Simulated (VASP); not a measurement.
Crystal: LiH.

```
Li H
1.0
     0.00000    2.14512    2.14512
     2.14512    0.00000    2.14512
     2.14512    2.14512    0.00000
Li H
1 1
Cartesian
  0.0000 0.0000 0.0000
  1.0726 1.0726 1.0726
```

Base run:

* Program: VASP 6.6.1
* Functional: r2SCAN
* Potentials or basis: VASP PAW PBE potentials, release 64 (Li_sv, H)
* Cutoff: 830 eV
* k mesh: 8 × 8 × 8
* Occupations: gaussian, width 0.01 eV
* Spin: no spin polarisation

Its results: band gap on the k mesh 4.78 eV, indirect (least direct gap 5.85 eV); pressure -0.1 GPa.

Task: The run is repeated on the same cell with these changes: k mesh from 8 × 8 × 8 to 3 × 3 × 3. What comes out?

Result: Band gap on the k mesh 6.01 eV, direct; pressure 0.2 GPa.

Caveats: some runs use coarse meshes; the PAW data sets were made with another functional, which shifts forces and pressure a little.

A k mesh can miss the band edges.
